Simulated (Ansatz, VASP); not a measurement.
# Two plane-wave programs on AlP

```
Al P
1.0
     0.00000    2.72550    2.72550
     2.72550    0.00000    2.72550
     2.72550    2.72550    0.00000
Al P
1 1
Direct
  0.00000 0.00000 0.00000
  0.25000 0.25000 0.25000
```

Alike in both runs: task single point; functional PBEsol; k mesh 2 × 2 × 2; occupations fermi-dirac, width 0.01 eV; no spin polarisation.

|  | VASP | Ansatz |
| --- | --- | --- |
| version | VASP 6.6.1 | Ansatz 0.2.0 |
| potentials or method | VASP PAW PBE potentials, release 64 (Al, P), cutoff 500 eV | plane waves, PAW |
| valence electrons in the cell | 8 | 8 |

```tsv
	VASP	Ansatz	Ansatz less VASP
gap on the k mesh at the Fermi level (eV)	1.18	1.18	+0.005
```

VASP's potentials were made for PBE, not for PBEsol. The functional is the same, so the differences come from potentials, cutoffs and numerics.

The k mesh is coarse, so the values compare programs but aren't converged.
